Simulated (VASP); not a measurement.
# SnO2 (P6_3/mmc) in VASP: notebook, part 2 of 2

VASP 6.6.1. The steps go on from the part before.

**4. Single point, PBEsol**

This run uses another cell than the first one, of 16.42 Å³/atom, 1.063 times its volume.

INCAR

```
PREC = Accurate ; ENCUT = 520
EDIFF = 1E-6 ; ISMEAR = 0
SIGMA = 0.01 ; LREAL = False
LASPH = True ; NELM = 80
ALGO = Normal ; ISIF = 2
LWAVE = False ; LCHARG = True
GGA = PS ; LELF = True
LVHAR = True ; NBANDS = 35
```

KPOINTS

```
regular mesh
0
Gamma
  12 12 2
```

POSCAR

```
SnO2
1.0
    3.2413129028      0.0000000000      0.0000000000
   -1.6206564514      2.8070549520      0.0000000000
    0.0000000000      0.0000000000     10.8264092999
Sn O
2 4
Direct
    0.0000000000      0.0000000000      0.5000000000
    0.0000000000      0.0000000000      0.0000000000
    0.6666666667      0.3333333333      0.4058600000
    0.6666666667      0.3333333333      0.0941400000
    0.3333333333      0.6666666667      0.5941400000
    0.3333333333      0.6666666667      0.9058600000
```

Potentials or basis: VASP PAW PBE potentials, release 64 (Sn_d, O).

The run is started by

```sh
cat potpaw_PBE.64/Sn_d/POTCAR potpaw_PBE.64/O/POTCAR > POTCAR
mpirun -np 1 vasp_std > vasp.out
```

OUTCAR:

```text
PREC = Accurate
   ENCUT = 520
   EDIFF = 1E-6
   ISMEAR = 0
   LREAL = False
   LASPH = True
   NELM = 80
   ISIF = 2
   GGA = PS

 ion  position               nearest neighbor table
   1  0.000  0.000  0.500-   5 2.13   3 2.13   5 2.13   3 2.13   3 2.13   5 2.13
   2  0.000  0.000  0.000-   6 2.13   4 2.13   6 2.13   4 2.13   4 2.13   6 2.13
   3  0.667  0.333  0.406-   1 2.13   1 2.13   1 2.13
   4  0.667  0.333  0.094-   2 2.13   2 2.13   2 2.13
   5  0.333  0.667  0.594-   1 2.13   1 2.13   1 2.13
   6  0.333  0.667  0.906-   2 2.13   2 2.13   2 2.13

  LATTYP: Found a hexagonal cell.
 ALAT       =     3.2413129028
 C/A-ratio  =     3.3401308743

  Lattice vectors:

 A1 = (   3.2413129028,   0.0000000000,   0.0000000000)
 A2 = (  -1.6206564514,   2.8070549520,   0.0000000000)
 A3 = (   0.0000000000,   0.0000000000,  10.8264092999)

Analysis of symmetry for initial positions (statically):
=====================================================================
 Subroutine PRICEL returns:
 Original cell was already a primitive cell.
[... 176 lines left out ...]
  free energy    TOTEN  =       -38.48829778 eV

  energy without entropy =      -38.48829778  energy(sigma->0) =      -38.48829778

 E-fermi :   1.9818     XC(G=0):  -9.3025

 val. band max:        1.9040369392   @ k =   0.2500   0.2500   0.0000
 cond. band min:       3.8944813764   @ k =   0.0000   0.0000   0.0000
 fundamental gap:      1.9904444372
 Fermi energy:         1.9817936663

 k-point     1 :       0.0000    0.0000    0.0000
  band No.  band energies     occupation
      1     -18.0320      2.00000
      2     -18.0314      2.00000
      3     -17.8213      2.00000
      4     -17.8213      2.00000
      5     -17.8213      2.00000
      6     -17.8213      2.00000
[... 901 lines left out ...]
     34      13.2553      0.00000
     35      14.0964      0.00000

 [... further k-points ...]
[... 5 lines left out ...]
  --------------------------------------------------------------------------------------
  -------------------------------------------------------------------------------------
  Total       -3.8224231     -3.8224112     -1.5515805      0.0000000      0.0000000     -0.0000000
  in kB      -62.1717404    -62.1715471    -25.2364686      0.0000000      0.0000000     -0.0000000
  external PRESSURE =     -49.8599187 kB  Pullay stress =       0.0000000 kB

 VOLUME and BASIS-vectors are now :
 -----------------------------------------------------------------------------
  energy-cutoff  :      520.00
  volume of cell :       98.50
      direct lattice vectors                 reciprocal lattice vectors
     3.241312903  0.000000000  0.000000000     0.308516959  0.178122626  0.000000000
    -1.620656451  2.807054952  0.000000000     0.000000000  0.356245252  0.000000000
     0.000000000  0.000000000 10.826409300     0.000000000  0.000000000  0.092366728

 POSITION                                       TOTAL-FORCE (eV/Angst)
 -----------------------------------------------------------------------------------
      0.00000      0.00000      5.41320         0.000000      0.000000      0.000000
      0.00000      0.00000      0.00000         0.000000      0.000000      0.000000
      1.62066      0.93568      4.39401        -0.000000     -0.000000      0.435884
      1.62066      0.93568      1.01920         0.000000      0.000000     -0.435884
     -0.00000      1.87137      6.43240         0.000000      0.000000     -0.435884
     -0.00000      1.87137      9.80721        -0.000000     -0.000000      0.435884
 -----------------------------------------------------------------------------------
    total drift:                               -0.000000      0.000000      0.000000

  FREE ENERGIE OF THE ION-ELECTRON SYSTEM (eV)
  ---------------------------------------------------
  free  energy   TOTEN  =       -38.4882977807 eV

  energy  without entropy=      -38.4882977807  energy(sigma->0) =      -38.48829778
```

Run time: 43 s. Hardware: 1 thread of Intel Xeon 6975P-C (Granite Rapids), shared host; peak memory 0.26 GiB.

What came out:

* Free energy: -38.4883 eV
* Pressure: -5.0 GPa
* Largest force: 0.436 eV/Å
* Band gap on the k mesh: 1.99 eV, indirect (least direct gap 2.38 eV)

Forces on the atoms (eV/Å):
```
Sn   0.000  0.000  0.000
Sn   0.000  0.000  0.000
O    0.000  0.000  0.436
O    0.000  0.000 -0.436
O    0.000  0.000 -0.436
O    0.000  0.000  0.436
```

Stress tensor (GPa, compression positive):
```
-6.22  0.00  0.00
 0.00 -6.22  0.00
 0.00  0.00 -2.52
```

Caveat: the PAW data sets were made with another functional, which shifts forces and pressure a little; spin-orbit coupling is left out, which moves the levels of the heavy elements.

**5. Single point, PBEsol**

This run uses another cell than the first one, of 16.91 Å³/atom, 1.095 times its volume.

INCAR

```
SYSTEM = SnO2
PREC = Accurate
ENCUT = 520
EDIFF = 1E-6
ISMEAR = 0
SIGMA = 0.01
LREAL = .False.
LASPH = .True.
NELM = 80
ALGO = Normal
ISIF = 2
LWAVE = .False.
LCHARG = .True.
GGA = PS
LELF = .True.
LVHAR = .True.
NBANDS = 35
```

KPOINTS

```
Automatic mesh
0
Gamma
  12 12 2
  0 0 0
```

Edit POSCAR of step 4 so:

```diff
@@ -2,5 +2,5 @@
 1.0
-    3.2413129028      0.0000000000      0.0000000000
-   -1.6206564514      2.8070549520      0.0000000000
-    0.0000000000      0.0000000000     10.8264092999
+    3.2730925068      0.0000000000      0.0000000000
+   -1.6365462534      2.8345768536      0.0000000000
+    0.0000000000      0.0000000000     10.9325573365
 Sn O
```

The run is started by

```sh
cat potpaw_PBE.64/Sn_d/POTCAR potpaw_PBE.64/O/POTCAR > POTCAR
mpirun -np 1 vasp_std > vasp.out
```

Wall time 43 s (1 thread of Intel Xeon 6975P-C (Granite Rapids), shared host); peak memory 0.26 GiB.

It converged, with:

- Free energy: -38.3715 eV
- Pressure: -8.1 GPa
- Largest force: 0.713 eV/Å
- Band gap on the k mesh: 1.83 eV, indirect (least direct gap 2.18 eV)

Forces in eV/Å, atoms in the order of the input:
```
Sn   0.000  0.000  0.000
Sn   0.000  0.000  0.000
O    0.000  0.000  0.713
O    0.000  0.000 -0.713
O    0.000  0.000 -0.713
O    0.000  0.000  0.713
```

Stress tensor (GPa, compression positive):
```
-9.94  0.00  0.00
 0.00 -9.94  0.00
 0.00  0.00 -4.34
```

Levels at points of the mesh, in eV from the valence-band top:
```csv
k point,band 24,band 25,band 26,band 27,band 28,band 29
"(0.00, 0.00, 0.00)",-0.88,-0.88,-0.35,1.83,2.49,5.12
"(0.50, 0.00, 0.00)",-0.53,-0.43,-0.09,4.69,4.80,6.64
"(0.00, 0.00, 0.50)",-0.89,-0.65,-0.65,2.17,2.17,5.28
"(0.50, 0.00, 0.50)",-0.55,-0.24,-0.24,4.75,4.75,6.89
```

Caveat: the PAW data sets were made with another functional, which shifts forces and pressure a little; spin-orbit coupling is left out, which moves the levels of the heavy elements. PBEsol gaps usually lie below the measured ones, often by a third to a half.

**6. Single point, PBEsol**

This run uses another cell than the first one, of 17.39 Å³/atom, 1.126 times its volume.

Edit INCAR of step 5 so:

```diff
@@ -12,6 +12,4 @@
 LWAVE = .False.
-LCHARG = .True.
+LCHARG = .False.
 GGA = PS
-LELF = .True.
-LVHAR = .True.
 NBANDS = 35
```

KPOINTS

```
regular mesh
0
Gamma
  12 12 2
  0 0 0
```

Edit POSCAR of step 5 so:

```diff
@@ -2,5 +2,5 @@
 1.0
-    3.2730925068      0.0000000000      0.0000000000
-   -1.6365462534      2.8345768536      0.0000000000
-    0.0000000000      0.0000000000     10.9325573365
+    3.3042666926      0.0000000000      0.0000000000
+   -1.6521333463      2.8615744485      0.0000000000
+    0.0000000000      0.0000000000     11.0366831970
 Sn O
```

Potentials or basis: VASP PAW PBE potentials, release 64 (Sn_d, O).

The run is started by

```sh
cat potpaw_PBE.64/Sn_d/POTCAR potpaw_PBE.64/O/POTCAR > POTCAR
mpirun -np 1 vasp_std > vasp.out
```

OUTCAR:

```text
SYSTEM = SnO2
   PREC = Accurate
   ENCUT = 520
   EDIFF = 1E-6
   ISMEAR = 0
   LREAL = .False.
   LASPH = .True.
   NELM = 80
   ISIF = 2
   GGA = PS

 ion  position               nearest neighbor table
   1  0.000  0.000  0.500-   5 2.17   3 2.17   5 2.17   3 2.17   3 2.17   5 2.17
   2  0.000  0.000  0.000-   6 2.17   4 2.17   6 2.17   4 2.17   4 2.17   6 2.17
   3  0.667  0.333  0.406-   1 2.17   1 2.17   1 2.17
   4  0.667  0.333  0.094-   2 2.17   2 2.17   2 2.17
   5  0.333  0.667  0.594-   1 2.17   1 2.17   1 2.17
   6  0.333  0.667  0.906-   2 2.17   2 2.17   2 2.17

  LATTYP: Found a hexagonal cell.
 ALAT       =     3.3042666926
 C/A-ratio  =     3.3401308743

  Lattice vectors:

 A1 = (   3.3042666926,   0.0000000000,   0.0000000000)
 A2 = (  -1.6521333463,   2.8615744485,   0.0000000000)
 A3 = (   0.0000000000,   0.0000000000,  11.0366831970)

Analysis of symmetry for initial positions (statically):
=====================================================================
 Subroutine PRICEL returns:
 Original cell was already a primitive cell.

 Routine SETGRP: Setting up the symmetry group for a
 hexagonal supercell.

 Subroutine GETGRP returns: Found 24 space group operations
 (whereof 12 operations were pure point group operations)
 out of a pool of 24 trial point group operations.

The static configuration has the point symmetry D_3d.
 The point group associated with its full space group is D_6h.

Analysis of symmetry for dynamics (positions and initial velocities):
=====================================================================
 Subroutine PRICEL returns:
 Original cell was already a primitive cell.

 Routine SETGRP: Setting up the symmetry group for a
 hexagonal supercell.

 Subroutine GETGRP returns: Found 24 space group operations
 (whereof 12 operations were pure point group operations)
 out of a pool of 24 trial point group operations.

The dynamic configuration has the point symmetry D_3d.
 The point group associated with its full space group is D_6h.

 Subroutine INISYM returns: Found 24 space group operations
 (whereof 12 operations are pure point group operations),
 and found     1 'primitive' translations

----------------------------------------------------------------------------------------

                                     Primitive cell

  volume of cell :     104.3563

  direct lattice vectors                    reciprocal lattice vectors
     3.304266693  0.000000000  0.000000000     0.302639010  0.174728985  0.000000000
    -1.652133346  2.861574448  0.000000000     0.000000000  0.349457971  0.000000000
     0.000000000  0.000000000 11.036683197     0.000000000  0.000000000  0.090606932

  length of vectors
     3.304266693  3.304262840 11.036683197     0.349457563  0.349457971  0.090606932

  position of ions in fractional coordinates (direct lattice)
     0.000000000  0.000000000  0.500000000
     0.000000000  0.000000000  0.000000000
     0.666666667  0.333333333  0.405860000
     0.666666667  0.333333333  0.094140000
     0.333333333  0.666666667  0.594140000
     0.333333333  0.666666667  0.905860000

  ion indices of the primitive-cell ions
   primitive index   ion index
                 1           1
                 2           2
                 3           3
[... 25 lines left out ...]
 Subroutine IBZKPT returns following result:
 ===========================================

 Found     38 irreducible k-points:

 Following reciprocal coordinates:
            Coordinates               Weight
  0.000000  0.000000  0.000000      1.000000
  0.083333  0.000000  0.000000      6.000000
  0.166667  0.000000  0.000000      6.000000
  0.250000  0.000000  0.000000      6.000000
  0.333333  0.000000  0.000000      6.000000
  0.416667  0.000000  0.000000      6.000000
[... 16 lines left out ...]
  0.250000  0.000000  0.500000      6.000000
  0.333333  0.000000  0.500000      6.000000
 [... further k-points ...]
   k-points           NKPTS =     38   k-points in BZ     NKDIM =     38   number of bands    NBANDS=     35
   number of dos      NEDOS =    301   number of ions     NIONS =      6
   total plane-waves  NPLWV =  65856
   dimension x,y,z NGX =    28 NGY =   28 NGZ =   84
   dimension x,y,z NGXF=    56 NGYF=   56 NGZF=  168
   ions per type =               2   4
   NGX,Y,Z   is equivalent  to a cutoff of  14.09, 14.09, 12.65 a.u.
   NGXF,Y,Z  is equivalent  to a cutoff of  28.18, 28.18, 25.31 a.u.
 SYSTEM =  SnO2
   PREC   = accura    normal or accurate (medium, high low for compatibility)
   ISTART =      0    job   : 0-new  1-cont  2-samecut
   ICHARG =      2    charge: 1-file 2-atom 10-const
   ISPIN  =      1    spin polarized calculation?
   LNONCOLLINEAR =      F non collinear calculations
   LSORBIT =      F    spin-orbit coupling
   LASPH  =      T    aspherical Exc in radial PAW
   ENCUT  =  520.0 eV  38.22 Ry    6.18 a.u.   6.14  6.14 20.52*2*pi/ulx,y,z
   NELM   =     80;   NELMIN=  2; NELMDL= -5     # of ELM steps
   EDIFF  = 0.1E-05   stopping-criterion for ELM
   LREAL  =      F    real-space projection
   EDIFFG = 0.1E-04   stopping-criterion for IOM
   NSW    =      0    number of steps for IOM
   IBRION =     -1    ionic relax: 0-MD 1-quasi-New 2-CG
   NFREE  =      0    steps in history (QN), initial steepest desc. (CG)
   ISIF   =      2    stress and relaxation
   ISYM   =      2    0-nonsym 1-usesym 2-fastsym
   POTIM  = 0.5000    time-step for ionic-motion
   TEBEG  =    0.0;   TEEND  =   0.0 temperature during run
   PSTRESS=    0.0 pullay stress
   NELECT =      52.0000    total number of electrons
   NUPDOWN=      -1.0000    fix difference up-down
   EMIN   =  10.00;   EMAX   =-10.00  energy-range for DOS
   EFERMI =   0.00;   METHOD = LEGACY
   ISMEAR =     0;   SIGMA  =   0.01  broadening in eV -4-tet -1-fermi 0-gaus
   EFERMI_NEDOS =   21; number of points for ismear=-14 and -15
   IALGO  =     38    algorithm
   IMIX   =      4    mixing-type and parameters
     AMIX     =   0.40;   BMIX     =  1.00
     AMIX_MAG =   1.60;   BMIX_MAG =  1.00
  volume/ion in A,a.u.               =      17.39       117.37
  Fermi-wavevector in a.u.,A,eV,Ry     =   1.297885  2.452648 22.919105  1.684507
  Thomas-Fermi vector in A             =   2.429249
   LORBIT       =      0    0 simple, 1 ext, 2 COOP (PROOUT), +10 PAW based schemes
   GGA     = PS    functional components
   LHFCALC =     F    Hartree Fock is set to
   AEXX    =    0.0000 exact exchange contribution
   IVDW    =     0    specifies the selected vdW correction
   LEPSILON=     F    determine dielectric tensor
   LRPA    =     F    only Hartree local field effects (RPA)
 non-spin polarized calculation
 Gauss-broadening in eV      SIGMA  =   0.01
  energy-cutoff  :      520.00
  volume of cell :      104.36
 maximum number of plane-waves:      2832
 NGX is ok and might be reduce to    28
   NGX = 13   NGY = 13   NGZ = 41

 number of electron      52.0000001 magnetization

 Free energy of the ion-electron system (eV)
  ---------------------------------------------------
  ext. energy  EPLUGINS =         0.00000000
  ---------------------------------------------------
  free energy    TOTEN  =       -38.20307400 eV

  energy without entropy =      -38.20307400  energy(sigma->0) =      -38.20307400

 E-fermi :   1.4781     XC(G=0):  -9.0351

 val. band max:        1.4205576876   @ k =   0.2500   0.1667   0.0000
 cond. band min:       3.1063602857   @ k =   0.0000   0.0000   0.0000
 fundamental gap:      1.6858025981
 Fermi energy:         1.4781003136

 k-point     1 :       0.0000    0.0000    0.0000
  band No.  band energies     occupation
      1     -18.5317      2.00000
      2     -18.5315      2.00000
      3     -18.3727      2.00000
      4     -18.3727      2.00000
      5     -18.3727      2.00000
      6     -18.3727      2.00000
[... 901 lines left out ...]
     34      12.5274      0.00000
     35      12.9230      0.00000

 [... further k-points ...]
[... 5 lines left out ...]
  --------------------------------------------------------------------------------------
  -------------------------------------------------------------------------------------
  Total       -8.4888117     -8.4887853     -3.8162270      0.0000000      0.0000000     -0.0000000
  in kB     -130.3283102   -130.3279050    -58.5903454      0.0000000      0.0000000     -0.0000000
  external PRESSURE =    -106.4155202 kB  Pullay stress =       0.0000000 kB

 VOLUME and BASIS-vectors are now :
 -----------------------------------------------------------------------------
  energy-cutoff  :      520.00
  volume of cell :      104.36
      direct lattice vectors                 reciprocal lattice vectors
     3.304266693  0.000000000  0.000000000     0.302639010  0.174728985  0.000000000
    -1.652133346  2.861574448  0.000000000     0.000000000  0.349457971  0.000000000
     0.000000000  0.000000000 11.036683197     0.000000000  0.000000000  0.090606932

 POSITION                                       TOTAL-FORCE (eV/Angst)
 -----------------------------------------------------------------------------------
      0.00000      0.00000      5.51834         0.000000      0.000000      0.000000
      0.00000      0.00000      0.00000         0.000000      0.000000      0.000000
      1.65213      0.95386      4.47935        -0.000000      0.000000      0.954822
      1.65213      0.95386      1.03899         0.000000     -0.000000     -0.954822
     -0.00000      1.90772      6.55733        -0.000000     -0.000000     -0.954822
     -0.00000      1.90772      9.99769        -0.000000      0.000000      0.954822
 -----------------------------------------------------------------------------------
    total drift:                                0.000000      0.000000      0.000000

  FREE ENERGIE OF THE ION-ELECTRON SYSTEM (eV)
  ---------------------------------------------------
  free  energy   TOTEN  =       -38.2030739996 eV

  energy  without entropy=      -38.2030739996  energy(sigma->0) =      -38.20307400
```

stdout:

```text
POSCAR found type information on POSCAR SnO
 POSCAR found :  2 types and       6 ions
 scaLAPACK will be used
 -----------------------------------------------------------------------------
|                                                                             |
|                                                                             |
|     You enforced a specific xc type in the INCAR file but a different       |
|     I HOPE YOU KNOW WHAT YOU ARE DOING!                                     |
|                                                                             |
 -----------------------------------------------------------------------------

 LDA part: xc-table for (Slater+PW92), standard interpolation
 POSCAR, INCAR and KPOINTS ok, starting setup
 FFT: planning ... GRIDC
 FFT: planning ... GRID_SOFT
 FFT: planning ... GRID
 WAVECAR not read
 entering main loop
```

Wall time 62 s (1 thread of Intel Xeon 6975P-C (Granite Rapids), shared host); peak memory 0.29 GiB.

Results:

```yaml
Free_energy: -38.2031 eV
Pressure: -10.6 GPa
Largest_force: 0.955 eV/Å
Band_gap_on_the_k_mesh: 1.69 eV, indirect (least direct gap 2.00 eV)
```

Forces on the atoms (eV/Å):
```
Sn   0.000  0.000  0.000
Sn   0.000  0.000  0.000
O    0.000  0.000  0.955
O    0.000  0.000 -0.955
O    0.000  0.000 -0.955
O    0.000  0.000  0.955
```

Levels at points of the mesh, in eV from the valence-band top:
| k point | band 23 | band 24 | band 25 | band 26 | band 27 | band 28 | band 29 | band 30 |
| --- | --- | --- | --- | --- | --- | --- | --- | --- |
| (0.00, 0.00, 0.00) | -0.88 | -0.88 | -0.85 | -0.31 | 1.69 | 2.31 | 4.98 | 5.29 |
| (0.50, 0.00, 0.00) | -0.57 | -0.54 | -0.41 | -0.09 | 4.45 | 4.55 | 6.50 | 6.99 |
| (0.00, 0.00, 0.50) | -0.89 | -0.89 | -0.60 | -0.60 | 2.01 | 2.01 | 5.14 | 5.14 |
| (0.50, 0.00, 0.50) | -0.56 | -0.56 | -0.24 | -0.24 | 4.50 | 4.50 | 6.74 | 6.74 |

Caveat: the PAW data sets were made with another functional, which shifts forces and pressure a little; spin-orbit coupling is left out, which moves the levels of the heavy elements. A k mesh can miss the band edges.

**7. The runs side by side**

| cell | gap on the mesh (eV) | pressure (GPa) | largest force (eV/Å) |
| --- | --- | --- | --- |
| a = 3.176, b = 3.176, c = 10.608 Å, angles 90.0, 90.0, 120.0°, 6 atoms | 2.36 | 3.1 | 0.25 |
| a = 3.209, b = 3.209, c = 10.718 Å, angles 90.0, 90.0, 120.0°, 6 atoms | 2.17 | -1.3 | 0.12 |
| a = 3.241, b = 3.241, c = 10.826 Å, angles 90.0, 90.0, 120.0°, 6 atoms | 1.99 | -5.0 | 0.44 |
| a = 3.273, b = 3.273, c = 10.933 Å, angles 90.0, 90.0, 120.0°, 6 atoms | 1.83 | -8.1 | 0.71 |
| a = 3.304, b = 3.304, c = 11.037 Å, angles 90.0, 90.0, 120.0°, 6 atoms | 1.69 | -10.6 | 0.95 |

Alike in all rows: task single point; level PBEsol; potentials or basis VASP PAW PBE potentials, release 64 (Sn_d, O); no spin polarisation; k mesh 12 × 12 × 2; cutoff (eV) 520; smearing gaussian 0.01 eV.

Caveats: the PAW data sets were made with another functional, which shifts forces and pressure a little; spin-orbit coupling is left out, which moves the levels of the heavy elements.

Absolute energies hang on the potentials; compare differences alone.
